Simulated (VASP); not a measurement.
## MnF2: single point with PBE+U

Crystal: MnF2.

```
CELL_PARAMETERS angstrom
3.36866 0.00000 0.00000
-1.68433 2.91735 0.00000
0.00000 0.00000 4.91731
ATOMIC_POSITIONS crystal
Mn 0.00000 0.00000 0.00000
F 0.33333 0.66667 0.19628
F 0.66667 0.33333 0.80372
```

- Program: VASP 6.6.1
- Task: single point
- Functional: PBE
- Potentials or basis: VASP PAW PBE potentials, release 64 (Mn_pv, F)
- Cutoff: 520 eV
- k mesh: 8 × 8 × 6
- Occupations: gaussian, width 0.05 eV
- Spin: collinear spin, ferromagnetic start
- Starting moments: [4.73, 0.07, 0.07] μB
- Hubbard terms: Mn d U = 3.9 eV
- Dipole correction: no
- Further INCAR settings: ALGO = Normal; EDIFF = 1e-07; NBANDS = 24

```yaml
Pressure: -0.5 GPa
Largest_force: 0.035 eV/Å
Band_gap_on_the_k_mesh: 3.10 eV (least direct gap 3.11 eV)
Net_moment: 5.00 μB per cell
Site_moments: Mn +4.68; F +0.06 μB
Valence_electrons_inside_the_program's_atomic_spheres: Mn 11.22; F 6.09
```

Forces on the atoms (eV/Å):
```
Mn   0.000  0.000  0.000
F    0.000  0.000 -0.035
F    0.000  0.000  0.035
```

Stress tensor (GPa, compression positive):
```
-0.54  0.00  0.00
 0.00 -0.54  0.00
 0.00  0.00 -0.37
```

Levels at points of the mesh, in eV from the valence-band top:
Spin up:
```
           k point  band 14  band 15  band 16  band 17  band 18  band 19
(0.00, 0.00, 0.00)    -1.43    -0.02    -0.02     3.10     7.92    10.98
(0.50, 0.00, 0.00)    -1.88    -0.77    -0.17     7.86     8.41    11.59
(0.00, 0.00, 0.50)    -1.41     0.00     0.00     4.44     5.82    13.21
(0.50, 0.00, 0.50)    -1.87    -0.81    -0.20     8.37     8.50     9.75
```
Spin down:
| k point | band 7 | band 8 | band 9 | band 10 | band 11 | band 12 | band 13 | band 14 | band 15 | band 16 |
| --- | --- | --- | --- | --- | --- | --- | --- | --- | --- | --- |
| (0.00, 0.00, 0.00) | -3.71 | -3.71 | -2.78 | -2.78 | -2.32 | 3.80 | 5.59 | 5.59 | 6.03 | 6.70 |
| (0.50, 0.00, 0.00) | -3.99 | -3.58 | -3.16 | -2.84 | -2.72 | 5.19 | 5.59 | 6.11 | 6.23 | 6.70 |
| (0.00, 0.00, 0.50) | -3.69 | -3.69 | -2.81 | -2.80 | -2.80 | 5.30 | 5.58 | 5.58 | 6.18 | 6.31 |
| (0.50, 0.00, 0.50) | -4.17 | -3.53 | -3.22 | -2.68 | -2.62 | 5.29 | 5.75 | 6.10 | 6.19 | 6.69 |

Eigenvalues of the final occupation matrices:
```csv
site,spin,trace,eigenvalues
site 1 d,1,4.80,0.94 0.95 0.95 0.98 0.98
site 1 d,2,0.15,0.01 0.01 0.01 0.06 0.06
```

It took 73 s on 1 thread of Intel(R) Xeon(R) Platinum 8559C (Emerald Rapids), with other jobs on the host, peak memory 0.24 GiB.

Caveat: a cell with one magnetic atom can't hold antiferromagnetic order, which such compounds often take. The state reached can hang on the start; a lower one may exist.
